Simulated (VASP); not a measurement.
# NaH (P1) in VASP: a series of runs

The runs below take NaH through single point, with PBE.

Everything below comes from runs of VASP 6.6.1. Logs are shortened: lines on timing, memory, paths and dates and some standing lists are left out, and cuts for length are marked.

### Step 1. The cell of the first run

The typed cell holds 2 atoms: a = 3.451 Å, b = 3.451 Å, c = 3.451 Å, α = 60.00°, β = 60.00°, γ = 60.00°.

### Step 2. Single point, PBE

The input, INCAR:

```
ALGO     = Normal         # electronic algorithm
EDIFF    = 1E-6           # SCF threshold, eV
ENCUT    = 500            # plane-wave cutoff, eV
GGA      = PE             # functional
GGA_COMPAT= False        
ISIF     = 2              # what is computed and relaxed
ISMEAR   = -1             # smearing method
LASPH    = True           # aspherical terms in the spheres
LCHARG   = True           # write CHGCAR
LELF     = True           # ELF
LREAL    = False          # projectors in reciprocal space
LVHAR    = True         
LWAVE    = False          # write WAVECAR
NBANDS   = 11             # bands
NELM     = 120            # most SCF steps
PREC     = Accurate       # precision mode
SIGMA    = 0.05           # smearing width, eV
```

The input, KPOINTS:

```
k-points
0
Gamma
  5 5 5
```

The input, POSCAR:

```
NaH
1.0
    0.0000000000      2.4400000000      2.4400000000
    2.4400000000      0.0000000000      2.4400000000
    2.4400000000      2.4400000000      0.0000000000
Na H
1 1
Direct
   -0.0187210000      0.0228060000      0.0160610000
    0.4668300000      0.5164870000      0.5214060000
```

Potentials or basis: VASP PAW PBE potentials, release 64 (Na_pv, H).

Launch:

```
$ cat potpaw_PBE.64/Na_pv/POTCAR potpaw_PBE.64/H/POTCAR > POTCAR
$ mpirun -np 1 vasp_std > vasp.out
```

OUTCAR:

```text
EDIFF = 1E-6
   ENCUT = 500
   GGA = PE
   ISIF = 2
   ISMEAR = -1
   LASPH = True
   LREAL = False
   NELM = 120
   PREC = Accurate

 ion  position               nearest neighbor table
   1  0.981  0.023  0.016-
   2  0.467  0.516  0.521-

  LATTYP: Found a face centered cubic cell.
 ALAT       =     4.8800000000

  Lattice vectors:

 A1 = (   0.0000000000,   2.4400000000,   2.4400000000)
 A2 = (   2.4400000000,   0.0000000000,   2.4400000000)
 A3 = (   2.4400000000,   2.4400000000,   0.0000000000)

Analysis of symmetry for initial positions (statically):
=====================================================================
 Subroutine PRICEL returns:
 Original cell was already a primitive cell.

 Routine SETGRP: Setting up the symmetry group for a
 face centered cubic supercell.

 Subroutine GETGRP returns: Found  1 space group operations
 (whereof  1 operations were pure point group operations)
 out of a pool of 48 trial point group operations.

The static configuration has the point symmetry C_1 .

Analysis of symmetry for dynamics (positions and initial velocities):
=====================================================================
 Subroutine PRICEL returns:
 Original cell was already a primitive cell.

 Routine SETGRP: Setting up the symmetry group for a
 face centered cubic supercell.

 Subroutine GETGRP returns: Found  1 space group operations
 (whereof  1 operations were pure point group operations)
 out of a pool of 48 trial point group operations.

The dynamic configuration has the point symmetry C_1 .

 Subroutine INISYM returns: Found  1 space group operations
 (whereof  1 operations are pure point group operations),
 and found     1 'primitive' translations

----------------------------------------------------------------------------------------

                                     Primitive cell

  volume of cell :      29.0536

  direct lattice vectors                    reciprocal lattice vectors
     0.000000000  2.440000000  2.440000000    -0.204918033  0.204918033  0.204918033
     2.440000000  0.000000000  2.440000000     0.204918033 -0.204918033  0.204918033
     2.440000000  2.440000000  0.000000000     0.204918033  0.204918033 -0.204918033

  length of vectors
     3.450681092  3.450681092  3.450681092     0.354928444  0.354928444  0.354928444

  position of ions in fractional coordinates (direct lattice)
     0.981279000  0.022806000  0.016061000
     0.466830000  0.516487000  0.521406000

  ion indices of the primitive-cell ions
   primitive index   ion index
                 1           1
                 2           2

----------------------------------------------------------------------------------------

 KPOINTS: k-points

Automatic generation of k-mesh.
 Grid dimensions read from file:
 generate k-points for:    5    5    5

 Generating k-lattice:

  Cartesian coordinates                     Fractional coordinates (reciprocal lattice)
    -0.040983607  0.040983607  0.040983607     0.200000000  0.000000000  0.000000000
     0.040983607 -0.040983607  0.040983607     0.000000000  0.200000000  0.000000000
     0.040983607  0.040983607 -0.040983607     0.000000000  0.000000000  0.200000000

  Length of vectors
     0.070985689  0.070985689  0.070985689

  Shift w.r.t. Gamma in fractional coordinates (k-lattice)
     0.000000000  0.000000000  0.000000000

 Subroutine IBZKPT returns following result:
 ===========================================

 Found     63 irreducible k-points:

 Following reciprocal coordinates:
            Coordinates               Weight
  0.000000  0.000000  0.000000      1.000000
  0.200000  0.000000  0.000000      2.000000
  0.000000  0.200000  0.000000      2.000000
  0.000000  0.000000  0.200000      2.000000
  0.200000  0.200000  0.200000      2.000000
  0.400000  0.000000  0.000000      2.000000
[... 16 lines left out ...]
  0.200000  0.400000  0.400000      2.000000
  0.400000  0.000000  0.200000      2.000000
 [... further k-points ...]
   k-points           NKPTS =     63   k-points in BZ     NKDIM =     63   number of bands    NBANDS=     11
   number of dos      NEDOS =    301   number of ions     NIONS =      2
   total plane-waves  NPLWV =  21952
   dimension x,y,z NGX =    28 NGY =   28 NGZ =   28
   dimension x,y,z NGXF=    56 NGYF=   56 NGZF=   56
   ions per type =               1   1
   NGX,Y,Z   is equivalent  to a cutoff of  13.49, 13.49, 13.49 a.u.
   NGXF,Y,Z  is equivalent  to a cutoff of  26.98, 26.98, 26.98 a.u.
 SYSTEM =  unknown system
   PREC   = accura    normal or accurate (medium, high low for compatibility)
   ISTART =      0    job   : 0-new  1-cont  2-samecut
   ICHARG =      2    charge: 1-file 2-atom 10-const
   ISPIN  =      1    spin polarized calculation?
   LNONCOLLINEAR =      F non collinear calculations
   LSORBIT =      F    spin-orbit coupling
   LASPH  =      T    aspherical Exc in radial PAW
   ENCUT  =  500.0 eV  36.75 Ry    6.06 a.u.   6.29  6.29  6.29*2*pi/ulx,y,z
   NELM   =    120;   NELMIN=  2; NELMDL= -5     # of ELM steps
   EDIFF  = 0.1E-05   stopping-criterion for ELM
   LREAL  =      F    real-space projection
   EDIFFG = 0.1E-04   stopping-criterion for IOM
   NSW    =      0    number of steps for IOM
   IBRION =     -1    ionic relax: 0-MD 1-quasi-New 2-CG
   NFREE  =      0    steps in history (QN), initial steepest desc. (CG)
   ISIF   =      2    stress and relaxation
   ISYM   =      2    0-nonsym 1-usesym 2-fastsym
   POTIM  = 0.5000    time-step for ionic-motion
   TEBEG  =    0.0;   TEEND  =   0.0 temperature during run
   PSTRESS=    0.0 pullay stress
   NELECT =       8.0000    total number of electrons
   NUPDOWN=      -1.0000    fix difference up-down
   EMIN   =  10.00;   EMAX   =-10.00  energy-range for DOS
   EFERMI =   0.00;   METHOD = LEGACY
   ISMEAR =    -1;   SIGMA  =   0.05  broadening in eV -4-tet -1-fermi 0-gaus
   EFERMI_NEDOS =   21; number of points for ismear=-14 and -15
   IALGO  =     38    algorithm
   IMIX   =      4    mixing-type and parameters
     AMIX     =   0.40;   BMIX     =  1.00
     AMIX_MAG =   1.60;   BMIX_MAG =  1.00
  volume/ion in A,a.u.               =      14.53        98.03
  Fermi-wavevector in a.u.,A,eV,Ry     =   1.065054  2.012660 15.433636  1.134340
  Thomas-Fermi vector in A             =   2.200593
   LORBIT       =      0    0 simple, 1 ext, 2 COOP (PROOUT), +10 PAW based schemes
   GGA     = PE    functional components
   LHFCALC =     F    Hartree Fock is set to
   AEXX    =    0.0000 exact exchange contribution
   IVDW    =     0    specifies the selected vdW correction
   LEPSILON=     F    determine dielectric tensor
   LRPA    =     F    only Hartree local field effects (RPA)
 non-spin polarized calculation
  energy-cutoff  :      500.00
  volume of cell :       29.05
 maximum number of plane-waves:       750
 NGX is ok and might be reduce to    28
   NGX = 13   NGY = 13   NGZ = 13

 number of electron       8.0000004 magnetization

 Free energy of the ion-electron system (eV)
  ---------------------------------------------------
  ext. energy  EPLUGINS =         0.00000000
  ---------------------------------------------------
  free energy    TOTEN  =        -5.08459607 eV

  energy without entropy =       -5.08459607  energy(sigma->0) =       -5.08459607

 E-fermi :  -0.1005     XC(G=0):  -7.6718

 val. band max:       -1.3033137914   @ k =   0.2000  -0.4000  -0.4000
 cond. band min:       3.2357432805   @ k =   0.4000   0.4000   0.4000
 fundamental gap:      4.5390570719
 Fermi energy:        -0.1004709905

 k-point     1 :       0.0000    0.0000    0.0000
  band No.  band energies     occupation
      1     -23.3591      2.00000
      2     -23.3590      2.00000
      3     -23.3587      2.00000
      4      -4.7401      2.00000
      5       8.9528      0.00000
      6      14.1661      0.00000
      7      14.1670      0.00000
      8      14.1808      0.00000
      9      14.9721      0.00000
     10      14.9837      0.00000
     11      14.9923      0.00000

 k-point     2 :       0.2000    0.0000    0.0000
  band No.  band energies     occupation
      1     -23.3885      2.00000
      2     -23.3626      2.00000
      3     -23.3623      2.00000
      4      -4.0828      2.00000
      5       6.8601      0.00000
      6      10.5529      0.00000
      7      12.8595      0.00000
      8      12.8641      0.00000
      9      16.2149      0.00000
     10      16.2194      0.00000
     11      16.8404      0.00000

 k-point     3 :       0.0000    0.2000    0.0000
  band No.  band energies     occupation
      1     -23.3883      2.00000
      2     -23.3626      2.00000
      3     -23.3624      2.00000
      4      -4.0828      2.00000
      5       6.8608      0.00000
      6      10.5504      0.00000
      7      12.8598      0.00000
      8      12.8679      0.00000
      9      16.2110      0.00000
     10      16.2182      0.00000
     11      16.8405      0.00000

 k-point     4 :       0.0000    0.0000    0.2000
  band No.  band energies     occupation
      1     -23.3883      2.00000
      2     -23.3626      2.00000
      3     -23.3625      2.00000
      4      -4.0828      2.00000
      5       6.8609      0.00000
      6      10.5503      0.00000
      7      12.8598      0.00000
      8      12.8682      0.00000
      9      16.2107      0.00000
     10      16.2182      0.00000
     11      16.8405      0.00000
[... 239 lines left out ...]
 k-point    22 :      -0.2000    0.2000   -0.2000
  band No.  band energies     occupation
      1     -23.4203      2.00000
      2     -23.3789      2.00000
      3     -23.3755      2.00000
      4      -2.5938      2.00000
      5       4.5305      0.00000
      6       7.7256      0.00000
      7      10.4555      0.00000
      8      11.8324      0.00000
      9      14.6673      0.00000
     10      17.4799      0.00000
     11      18.4789      0.00000

 k-point    23 :       0.2000    0.4000    0.4000
  band No.  band energies     occupation
      1     -23.4204      2.00000
      2     -23.3788      2.00000
      3     -23.3753      2.00000
      4      -2.5937      2.00000
      5       4.5292      0.00000
      6       7.7262      0.00000
      7      10.4564      0.00000
      8      11.8328      0.00000
      9      14.6681      0.00000
     10      17.4800      0.00000
     11      18.4764      0.00000

 k-point    24 :       0.4000    0.0000    0.2000
  band No.  band energies     occupation
      1     -23.4204      2.00000
      2     -23.3786      2.00000
      3     -23.3755      2.00000
      4      -2.5937      2.00000
      5       4.5291      0.00000
      6       7.7275      0.00000
      7      10.4549      0.00000
      8      11.8327      0.00000
      9      14.6665      0.00000
     10      17.4796      0.00000
     11      18.4805      0.00000

 [... further k-points ...]

------------------------ aborting loop because EDIFF is reached ----------------------------------------

  FORCE on cell =-STRESS in cart. coord.  units (eV):
  Direction    XX          YY          ZZ          XY          YZ          ZX
  --------------------------------------------------------------------------------------
  -------------------------------------------------------------------------------------
  Total       -0.1314872     -0.1288336     -0.1175475     -0.0000463     -0.0011623     -0.0001738
  in kB       -7.2509450     -7.1046100     -6.4822305     -0.0025551     -0.0640948     -0.0095869
  external PRESSURE =      -6.9459285 kB  Pullay stress =       0.0000000 kB

 VOLUME and BASIS-vectors are now :
 -----------------------------------------------------------------------------
  energy-cutoff  :      500.00
  volume of cell :       29.05
      direct lattice vectors                 reciprocal lattice vectors
     0.000000000  2.440000000  2.440000000    -0.204918033  0.204918033  0.204918033
     2.440000000  0.000000000  2.440000000     0.204918033 -0.204918033  0.204918033
     2.440000000  2.440000000  0.000000000     0.204918033  0.204918033 -0.204918033

 POSITION                                       TOTAL-FORCE (eV/Angst)
 -----------------------------------------------------------------------------------
      0.09484      2.43351      2.44997        -0.001995     -0.016901     -0.039714
      2.53246      2.41130      2.39929         0.001995      0.016901      0.039714
 -----------------------------------------------------------------------------------
    total drift:                               -0.000351      0.000277     -0.000438

  FREE ENERGIE OF THE ION-ELECTRON SYSTEM (eV)
  ---------------------------------------------------
  free  energy   TOTEN  =        -5.0845960733 eV

  energy  without entropy=       -5.0845960733  energy(sigma->0) =       -5.08459607
```

It took 34 s on 1 thread of AMD EPYC 7R13, shared host; peak memory 0.13 GiB.

Results:

- Free energy: -5.0846 eV
- Pressure: -0.7 GPa
- Largest force: 0.043 eV/Å
- Band gap on the k mesh: 4.54 eV (least direct gap 5.03 eV)

Forces in eV/Å, atoms in the order of the input:
```
Na  -0.002 -0.017 -0.040
H    0.002  0.017  0.040
```

Levels at points of the mesh, in eV from the valence-band top:
| k point | band 1 | band 2 | band 3 | band 4 | band 5 | band 6 | band 7 | band 8 |
| --- | --- | --- | --- | --- | --- | --- | --- | --- |
| (0.00, 0.00, 0.00) | -22.06 | -22.06 | -22.06 | -3.44 | 10.26 | 15.47 | 15.47 | 15.48 |

Caveat: the k points lie up to 0.45 Å⁻¹ apart.

### Step 3. Single point, PBE

The input, INCAR:

```
SYSTEM = NaH
PREC = Accurate
ENCUT = 500
EDIFF = 1E-6
ISMEAR = -1
SIGMA = 0.05
LREAL = .False.
LASPH = .True.
NELM = 120
ALGO = Normal
ISIF = 2
LWAVE = .False.
LCHARG = .True.
GGA = PE
LELF = .True.
LVHAR = .True.
NBANDS = 11
GGA_COMPAT = .False.
```

The input, KPOINTS:

```
Automatic mesh
0
Gamma
  5 5 5
  0 0 0
```

POSCAR is that of step 2.

Potentials or basis: VASP PAW PBE potentials, release 64 (Na_pv, H).

Launch:

```
$ cat potpaw_PBE.64/Na_pv/POTCAR potpaw_PBE.64/H/POTCAR > POTCAR
$ mpirun -np 1 vasp_std > vasp.out
```

Wall time 36 s (1 thread of AMD EPYC 7R13, shared host); peak memory 0.13 GiB.

Results (log left out):

```yaml
Free_energy: -5.0846 eV
Pressure: -0.7 GPa
Largest_force: 0.043 eV/Å
Band_gap_on_the_k_mesh: 4.54 eV (least direct gap 5.03 eV)
```

Forces in eV/Å, atoms in the order of the input:
```
Na  -0.002 -0.017 -0.040
H    0.002  0.017  0.040
```

Levels at points of the mesh, in eV from the valence-band top:
```tsv
k point	band 2	band 3	band 4	band 5	band 6	band 7
(0.00, 0.00, 0.00)	-22.06	-22.06	-3.44	10.26	15.47	15.47
```

Caveat: the k points lie up to 0.45 Å⁻¹ apart. A k mesh can miss the band edges.
